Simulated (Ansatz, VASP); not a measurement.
Cu in VASP and in Ansatz

File INCAR:

```
SYSTEM = Cu
PREC = Accurate
ENCUT = 520
EDIFF = 1E-6
ISMEAR = -1
SIGMA = 0.1
LREAL = .False.
LASPH = .True.
NELM = 60
ALGO = Normal
ISIF = 2
LWAVE = .False.
LCHARG = .False.
GGA = PS
NBANDS = 12
```

Contents of KPOINTS:

```
Automatic mesh
0
Gamma
  2 9 1
  0 0 0
```

The input POSCAR:

```
Cu
1.0
   11.5448000000      0.0180700000     -0.0941900000
    0.0035000000      2.2260600000     -0.0156800000
   -4.7625300000     -0.1595400000     22.1224500000
Cu
1
Direct
    0.5000000000      0.5000000000      0.5000000000
```

Input for Ansatz:

```yaml
crystal:
  lattice:
    - [11.5448, 0.01807, -0.09419]
    - [0.0035, 2.22606, -0.01568]
    - [-4.76253, -0.15954, 22.12245]
  atoms:
    - { symbol: Cu, position: [0.5, 0.5, 0.5] }
basis:
  ecutwfc: 540.0
  xc_grid: 2
kpoints:
  mp_grid:
    grid: [2, 9, 1]
hamiltonian:
  xc: pbesol
scf:
  convergence:
    dr2_threshold: 1.0e-09
  occupations:
    method: fermi_dirac
output:
  forces: true
  stress: true
```

Alike in both runs: task single point; functional PBEsol; k mesh 2 × 9 × 1; no spin polarisation.

```csv
,VASP,Ansatz
version,VASP 6.6.1,Ansatz 0.2.0
potentials or method,"VASP PAW PBE potentials, release 64 (Cu), cutoff 520 eV","plane waves, PAW"
occupations,"fermi-dirac, width 0.1 eV",fermi-dirac
valence electrons in the cell,11,19
```

|  | VASP | Ansatz | Ansatz less VASP |
| --- | --- | --- | --- |
| pressure (GPa) | 0.0 | 0.0 | 0.00 |
| traceless stress, the component that is largest in VASP (GPa) | 0.08 | 0.07 | -0.014 |

VASP's potentials were made for PBE, not for PBEsol. VASP's potentials hold 11 valence electrons a cell and Ansatz's 19, so a difference there can come from the potentials and not from the codes. Ansatz's warnings: stress scf threshold loose.
